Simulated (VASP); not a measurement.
Write the native input for VASP 6.6.1 that does the following.

```
Task                   : relaxation of cell and atoms
Functional             : PBE
Potentials or basis    : VASP PAW PBE potentials, release 64 (Ca_sv, Os)
Cutoff                 : 600 eV
k mesh                 : 12 × 12 × 12
Occupations            : gaussian, width 0.1 eV
Spin                   : no spin polarisation
Dipole correction      : no
Further INCAR settings : ALGO = Fast; EDIFF = 1e-06; IBRION = 2; EDIFFG = -0.01; NSW = 100; ISIF = 3
```

The structure of CaOs3 lies in POSCAR:

```
CaOs3
1.0
    4.0236109256      0.0000000000      0.0000000000
    0.0000000000      4.0236109256      0.0000000000
    0.0000000000      0.0000000000      4.0236109256
Ca Os
1 3
Direct
    0.0000000000      0.0000000000      0.0000000000
    0.0000000000      0.5000000000      0.5000000000
    0.5000000000      0.0000000000      0.5000000000
    0.5000000000      0.5000000000      0.0000000000
```

One way to write it, as run:

INCAR

```
SYSTEM = CaOs3
  PREC = Accurate
  ENCUT = 600
  EDIFF = 1E-6
  ISMEAR = 0
  SIGMA = 0.1
  LREAL = .False.
  LASPH = .True.
  NELM = 60
  ALGO = Fast
  ISIF = 3
  LWAVE = .False.
  LCHARG = .False.
  GGA = PE
  IBRION = 2
  NSW = 100
  EDIFFG = -0.01
```

KPOINTS

```
regular mesh
0
Gamma
  12 12 12
  0 0 0
```

Potentials or basis: VASP PAW PBE potentials, release 64 (Ca_sv, Os).

Command:

```sh
$ cat potpaw_PBE.64/Ca_sv/POTCAR potpaw_PBE.64/Os/POTCAR > POTCAR
$ mpirun -np 1 vasp_std > vasp.out
```

It gave:

```yaml
Relaxed_volume: 16.30 Å³/atom
Relaxed_cell: a = 4.025 Å, b = 4.025 Å, c = 4.025 Å, α = 90.00°, β = 90.00°, γ = 90.00°
Space_group_after_relaxing_to_0.1_Å: Pm-3m (No. 221)
Energy_gained_by_relaxing: 0.0 meV/atom
Ionic_steps: 3
Pressure_after_relaxing: 0.0 GPa
Band_gap_on_the_k_mesh: zero (bands 17 and 18 overlap by 2.99 eV)
```

Caveat: spin-orbit coupling is left out, which moves the levels of the heavy elements.

Wall time 10 min on 1 thread of Oxide Virtual Turin-like Processor, with other jobs on the host, peak memory 0.26 GiB.
